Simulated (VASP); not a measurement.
# Au in VASP: further runs

Runs on Au. Level: PBE. Tasks: relaxation of cell and atoms, single point.

All numbers are computed with VASP 6.6.1; they aren't measurements. Logs are shortened: lines on timing, memory, paths and dates and some standing lists are left out, and cuts for length are marked.

### Step 1. The cell of the first run

The structure is monoclinic, space group C2/m (No. 12). Conventional cell: a = 7.203 Å, b = 4.034 Å, c = 3.368 Å, α = 90.00°, β = 91.89°, γ = 90.00°. Au (site symmetry m) has 13 Au at 2.54 to 3.37 Å within 3.4 Å. Within 3.4 Å of Au (site symmetry 2/m) lie 14 Au at 2.54 to 3.37 Å.

### Step 2. Relaxation of cell and atoms, PBE

INCAR reads:

```
PREC = Accurate ; ENCUT = 600
EDIFF = 1E-7 ; ISMEAR = 0
SIGMA = 0.1 ; LREAL = F
LASPH = T ; NELM = 60
ALGO = Normal ; ISIF = 3
LWAVE = F ; LCHARG = F
GGA = PE ; IBRION = 2
NSW = 90 ; EDIFFG = -0.04
```

KPOINTS reads:

```
Automatic mesh
0
Gamma
  6 6 6
```

POSCAR reads:

```
Au
1.0
    3.6013182914     -2.0168267005      0.0000000000
    3.6013182914      2.0168267005      0.0000000000
   -0.1109543873      0.0000000000      3.3659282824
Au
3
Direct
    0.6760000000      0.6760000000      0.6750000000
    0.3240000000      0.3240000000      0.3250000000
    0.0000000000      0.0000000000      0.0000000000
```

Potentials or basis: VASP PAW PBE potentials, release 64 (Au).

Started as:

```bash
> cat potpaw_PBE.64/Au/POTCAR > POTCAR
> mpirun -np 1 vasp_std > vasp.out
```

OUTCAR:

```text
PREC = Accurate
   ENCUT = 600
   EDIFF = 1E-7
   ISMEAR = 0
   LREAL = F
   LASPH = T
   NELM = 60
   ISIF = 3
   GGA = PE
   IBRION = 2
   NSW = 90
   EDIFFG = -0.04

 ion  position               nearest neighbor table
   1  0.676  0.676  0.675-   3 2.54   2 2.58   2 2.58   3 2.64   3 2.64   2 2.76   2 3.14   2 3.14
                             3 3.26   3 3.26   3 3.31   2 3.40
   2  0.324  0.324  0.325-   3 2.54   1 2.58   1 2.58   3 2.64   3 2.64   1 2.76   1 3.14   1 3.14
                             3 3.26   3 3.26   3 3.31   1 3.40
   3  0.000  0.000  0.000-   1 2.54   2 2.54   1 2.64   1 2.64   2 2.64   2 2.64   1 3.26   2 3.26
                             1 3.26   2 3.26   1 3.31   2 3.31

  LATTYP: Found a base centered monoclinic cell.
 ALAT       =     7.2026365828
 B/A-ratio  =     0.5600245625
 C/A-ratio  =     0.4675727418
 COS(beta)  =    -0.0329460833

  Lattice vectors:

 A1 = (   3.6013182914,  -2.0168267005,   0.0000000000)
 A2 = (   3.6013182914,   2.0168267005,   0.0000000000)
 A3 = (  -0.1109543873,   0.0000000000,   3.3659282824)

Analysis of symmetry for initial positions (statically):
=====================================================================
 Subroutine PRICEL returns:
 Original cell was already a primitive cell.

 Routine SETGRP: Setting up the symmetry group for a
 base centered monoclinic supercell.

 Subroutine GETGRP returns: Found  4 space group operations
 (whereof  4 operations were pure point group operations)
 out of a pool of  4 trial point group operations.

The static configuration has the point symmetry C_2h.

Analysis of symmetry for dynamics (positions and initial velocities):
=====================================================================
 Subroutine PRICEL returns:
 Original cell was already a primitive cell.

 Routine SETGRP: Setting up the symmetry group for a
 base centered monoclinic supercell.

 Subroutine GETGRP returns: Found  4 space group operations
 (whereof  4 operations were pure point group operations)
 out of a pool of  4 trial point group operations.

The dynamic configuration has the point symmetry C_2h.

 Subroutine INISYM returns: Found  4 space group operations
 (whereof  4 operations are pure point group operations),
 and found     1 'primitive' translations

----------------------------------------------------------------------------------------

                                     Primitive cell

[... 86 lines left out ...]
   ISPIN  =      1    spin polarized calculation?
   LNONCOLLINEAR =      F non collinear calculations
   LSORBIT =      F    spin-orbit coupling
   LASPH  =      T    aspherical Exc in radial PAW
   ENCUT  =  600.0 eV  44.10 Ry    6.64 a.u.   8.24  8.24  6.73*2*pi/ulx,y,z
   NELM   =     60;   NELMIN=  2; NELMDL= -5     # of ELM steps
   EDIFF  = 0.1E-06   stopping-criterion for ELM
   LREAL  =      F    real-space projection
   EDIFFG = -.4E-01   stopping-criterion for IOM
   NSW    =     90    number of steps for IOM
   IBRION =      2    ionic relax: 0-MD 1-quasi-New 2-CG
   NFREE  =      1    steps in history (QN), initial steepest desc. (CG)
   ISIF   =      3    stress and relaxation
   ISYM   =      2    0-nonsym 1-usesym 2-fastsym
   POTIM  = 0.5000    time-step for ionic-motion
   TEBEG  =    0.0;   TEEND  =   0.0 temperature during run
   PSTRESS=    0.0 pullay stress
   NELECT =      33.0000    total number of electrons
   NUPDOWN=      -1.0000    fix difference up-down
   EMIN   =  10.00;   EMAX   =-10.00  energy-range for DOS
   EFERMI =   0.00;   METHOD = LEGACY
   ISMEAR =     0;   SIGMA  =   0.10  broadening in eV -4-tet -1-fermi 0-gaus
   EFERMI_NEDOS =   21; number of points for ismear=-14 and -15
   IALGO  =     38    algorithm
   IMIX   =      4    mixing-type and parameters
     AMIX     =   0.40;   BMIX     =  1.00
     AMIX_MAG =   1.60;   BMIX_MAG =  1.00
  volume/ion in A,a.u.               =      16.30       109.99
  Fermi-wavevector in a.u.,A,eV,Ry     =   1.436011  2.713668 28.056957  2.062128
  Thomas-Fermi vector in A             =   2.555247
   LORBIT       =      0    0 simple, 1 ext, 2 COOP (PROOUT), +10 PAW based schemes
   GGA     = PE    functional components
   LHFCALC =     F    Hartree Fock is set to
   AEXX    =    0.0000 exact exchange contribution
   IVDW    =     0    specifies the selected vdW correction
   LEPSILON=     F    determine dielectric tensor
   LRPA    =     F    only Hartree local field effects (RPA)
 conjugate gradient relaxation of ions
 non-spin polarized calculation
 Gauss-broadening in eV      SIGMA  =   0.10
  energy-cutoff  :      600.00
  volume of cell :       48.90
 maximum number of plane-waves:      1646
 NGX is ok and might be reduce to    36

--------------------------------------- Ionic step        1  -------------------------------------------

 number of electron      33.0000001 magnetization

 Free energy of the ion-electron system (eV)
  ---------------------------------------------------
  ext. energy  EPLUGINS =         0.00000000
  ---------------------------------------------------
  free energy    TOTEN  =        -8.40883533 eV

  energy without entropy =       -8.40291502  energy(sigma->0) =       -8.40587518

------------------------ aborting loop because EDIFF is reached ----------------------------------------

  FORCE on cell =-STRESS in cart. coord.  units (eV):
  Direction    XX          YY          ZZ          XY          YZ          ZX
  --------------------------------------------------------------------------------------
  -------------------------------------------------------------------------------------
  Total       13.5921381     11.4173218      6.0432943      0.0000000      0.0000000      0.0519232
  in kB      445.3827746    374.1191004    198.0247084      0.0000000      0.0000000      1.7014033
  external PRESSURE =     339.1755278 kB  Pullay stress =       0.0000000 kB
[... 1215 lines left out ...]
     19      14.3558      0.00000
     20      15.9946      0.00000

 [... further k-points ...]

[... ionic steps 4 to 33 ...]

--------------------------------------- Ionic step       34  -------------------------------------------

 number of electron      33.0000005 magnetization

------------------------ aborting loop because EDIFF is reached ----------------------------------------
[... 69 lines left out ...]
--------------------------------------- Ionic step       36  -------------------------------------------

 number of electron      33.0000005 magnetization

 Free energy of the ion-electron system (eV)
  ---------------------------------------------------
  ext. energy  EPLUGINS =         0.00000000
  ---------------------------------------------------
  free energy    TOTEN  =        -9.64889759 eV

  energy without entropy =       -9.64556133  energy(sigma->0) =       -9.64722946

 E-fermi :   8.5092     XC(G=0): -12.3970

 val. band max:        8.4910043844   @ k =  -0.1667   0.5000   0.1667
 cond. band min:       8.5097092305   @ k =   0.5000   0.1667   0.3333
 fundamental gap:      0.0187048461
 Fermi energy:         8.5092166152
[... 582 lines left out ...]
  FREE ENERGIE OF THE ION-ELECTRON SYSTEM (eV)
  ---------------------------------------------------
  free  energy   TOTEN  =        -9.6488975912 eV

  energy  without entropy=       -9.6455613326  energy(sigma->0) =       -9.64722946

 reached required accuracy - stopping structural energy minimisation
```

OSZICAR:

```text
N       E                     dE             d eps       ncg     rms          rms(c)
DAV:   1     0.237273998245E+03    0.23727E+03   -0.18774E+04  2752   0.178E+03
DAV:   2    -0.310642247465E+01   -0.24038E+03   -0.22748E+03  2952   0.366E+02
DAV:   3    -0.919781736287E+01   -0.60914E+01   -0.59378E+01  2992   0.572E+01
[... 357 lines left out ...]
DAV:   2    -0.964908407285E+01    0.46333E-03   -0.31093E-04  2804   0.168E-01    0.675E-02
DAV:   3    -0.964889586404E+01    0.18821E-03   -0.28258E-04  2872   0.151E-01    0.162E-02
DAV:   4    -0.964889734447E+01   -0.14804E-05   -0.12619E-05  2840   0.298E-02    0.121E-02
DAV:   5    -0.964889759144E+01   -0.24696E-06   -0.33924E-07  2760   0.467E-03    0.939E-04
DAV:   6    -0.964889759117E+01    0.26330E-09   -0.16615E-08  1432   0.149E-03
  36 F= -.96488976E+01 E0= -.96472295E+01  d E =-.372826E-03
```

CONTCAR:

```text
Au
   1.00000000000000
     4.5415086618033813   -2.0919221392701344   -0.6411354670163697
     4.5415086618033813    2.0919221392701344   -0.6411354670163697
    -0.6154184966256325    0.0000000000000000    2.9253557719738059
  Au
     3
Direct
     0.6666606147310675    0.6666606147310675    0.6675402048513585
     0.3333393852689326    0.3333393852689326    0.3324597951486414
     0.0000000000000000    0.0000000000000000    0.0000000000000000

  0.00000000E+00  0.00000000E+00  0.00000000E+00
  0.00000000E+00  0.00000000E+00  0.00000000E+00
  0.00000000E+00  0.00000000E+00  0.00000000E+00
```

Run time: 12 min. Hardware: 1 thread of Intel Xeon 6975P-C (Granite Rapids), shared host; peak memory 0.27 GiB.

Results:

| Item | Value |
| --- | --- |
| Free energy | -9.6489 eV |
| Relaxed volume | 17.98 Å³/atom |
| Relaxed cell | a = 5.041 Å, b = 5.041 Å, c = 2.989 Å, α = 108.05°, β = 108.05°, γ = 49.04° |
| Space group after relaxing (to 0.05 Å) | Immm (No. 71) |
| Energy gained by relaxing | 413.4 meV/atom |
| Ionic steps | 36 |
| Pressure after relaxing | 0.0 GPa |
| Largest force after relaxing | 0.008 eV/Å |

Forces in eV/Å, atoms in the order of the input:
```
Au   0.002  0.000 -0.008
Au  -0.002  0.000  0.008
Au   0.000  0.000  0.000
```

Stress tensor (GPa, compression positive):
```
-0.31  0.00  0.12
 0.00  0.02  0.00
 0.12  0.00  0.14
```

Step by step:
```csv
step,energy change (eV),largest force (eV/Å),pressure (GPa),volume (Å³)
1,0.0000,1.5461,33.92,48.90
2,0.5281,0.0097,-15.33,77.37
3,-0.8722,0.2607,-3.34,58.71
4,-0.8800,0.3036,-1.87,57.98
5,-0.8810,0.3264,-1.08,57.61
6,-0.9418,0.2050,-0.88,56.95
7,-1.0777,0.2750,1.21,54.73
8,-0.7586,1.9017,19.59,49.34
9,-1.0925,0.5175,2.45,53.91
10,-1.1299,0.4052,-0.64,54.73
11,-1.1352,0.3358,-2.28,55.26
12,-1.1604,0.2027,-0.78,54.48
13,-1.1647,0.2204,6.27,51.93
14,-1.1839,0.0124,1.93,53.33
15,-1.1843,0.0514,2.75,53.03
16,-1.1969,0.1341,2.19,53.21
17,-1.1887,0.2875,1.53,53.59
18,-1.2036,0.2214,1.73,53.43
19,-1.2042,0.2109,1.79,53.39
20,-1.2112,0.1690,0.15,53.96
21,-1.2121,0.1448,-0.72,54.29
22,-1.2159,0.1121,-0.61,54.22
23,-1.2252,0.0039,-0.21,54.02
24,-1.2259,0.2707,0.95,53.58
25,-1.2290,0.1366,0.35,53.79
26,-1.2322,0.1296,-0.26,54.00
27,-1.2330,0.1208,-0.81,54.21
28,-1.2356,0.0891,-0.07,53.92
29,-1.2370,0.0408,1.11,53.48
30,-1.2378,0.0188,1.14,53.48
31,-1.2380,0.0111,1.16,53.48
32,-1.2391,0.0106,0.66,53.66
33,-1.2397,0.0097,-0.18,53.98
34,-1.2397,0.0098,-0.06,53.93
35,-1.2398,0.0095,-0.06,53.93
36,-1.2401,0.0084,-0.05,53.93
```

Final structure:
```
Au
1.0
     4.54151   -2.09192   -0.64114
     4.54151    2.09192   -0.64114
    -0.61542    0.00000    2.92536
Au
3
Direct
  0.66666 0.66666 0.66754
  0.33334 0.33334 0.33246
  0.00000 0.00000 0.00000
```

Levels at points of the mesh, in eV from the Fermi level:
```
           k point  band 14  band 15  band 16  band 17  band 18  band 19
(0.00, 0.00, 0.00)    -2.86    -2.26    -2.26     2.87     2.87     6.38
(0.50, 0.00, 0.00)    -2.23    -2.23    -1.92    -1.72    -0.47     3.15
(0.50, 0.50, 0.00)    -2.08    -1.89    -1.61    -1.51     1.17     5.31
(0.00, 0.00, 0.50)    -1.62    -1.49    -0.24    -0.23     1.20     5.37
(0.50, 0.00, 0.50)    -1.95    -1.81    -0.74     2.65     2.99     3.00
(0.50, 0.50, 0.50)    -1.56    -1.52    -0.26    -0.26     1.46     5.71
```

Caveat: spin-orbit coupling is left out, which moves the levels of the heavy elements.

### Step 3. Single point, PBE

This run uses another cell than the first one: it holds 6 atoms, not 3.

INCAR reads:

```
PREC = Accurate ; ENCUT = 520
EDIFF = 1E-7 ; ISMEAR = 0
SIGMA = 0.1 ; LREAL = F
LASPH = T ; NELM = 100
ALGO = Normal ; ISIF = 2
LWAVE = F ; LCHARG = F
GGA = PE ; NBANDS = 42
```

KPOINTS is that of step 2.

POSCAR reads:

```
Au
1.0
    2.7744739663      1.6018432913      5.0996849141
   -2.7744739663      1.6018432913      5.0996849141
    0.0000000000     -3.2036865827      5.0996849141
Au
6
Direct
    0.5907967223      0.0877101485      0.5908259320
    0.0877101485      0.5908259320      0.5907967223
    0.4091740680      0.9122898515      0.4092032777
    0.5908259320      0.5907967223      0.0877101485
    0.9122898515      0.4092032777      0.4091740680
    0.4092032777      0.4091740680      0.9122898515
```

Potentials or basis: VASP PAW PBE potentials, release 64 (Au).

Started as:

```bash
> cat potpaw_PBE.64/Au/POTCAR > POTCAR
> mpirun -np 1 vasp_std > vasp.out
```

Wall time 81 s (1 thread of Intel Xeon 6975P-C (Granite Rapids), shared host); peak memory 0.36 GiB.

Results (log left out):

```
Free energy            : -18.1890 eV
Pressure               : -0.1 GPa
Band gap on the k mesh : zero (band 33 reaches 6.65 eV, above the bottom of band 34 at 4.60 eV)
```

Forces in eV/Å, atoms in the order of the input:
```
Au   0.001  0.000  0.002
Au  -0.001 -0.001  0.002
Au  -0.001  0.001 -0.002
Au   0.000  0.001  0.002
Au   0.001  0.000 -0.002
Au   0.000 -0.001 -0.002
```

Stress tensor (GPa, compression positive):
```
-0.16  0.00  0.00
 0.00 -0.16  0.00
 0.00  0.00  0.07
```

Levels at points of the mesh, in eV from the Fermi level:
```
           k point  band 30  band 31  band 32  band 33  band 34  band 35  band 36  band 37
(0.00, 0.00, 0.00)    -0.66    -0.61     0.49     1.37     2.74     2.88     2.88     3.25
(0.50, 0.00, 0.00)    -1.88    -1.48    -1.11     0.21     1.48     2.46     2.52     3.04
(0.50, 0.50, 0.00)    -1.96    -1.80    -0.60    -0.57    -0.29     1.56     1.66     6.12
(0.50, 0.50, 0.50)    -1.00    -0.71    -0.56     0.49     2.22     2.22     3.37     3.37
```

Caveat: spin-orbit coupling is left out, which moves the levels of the heavy elements.
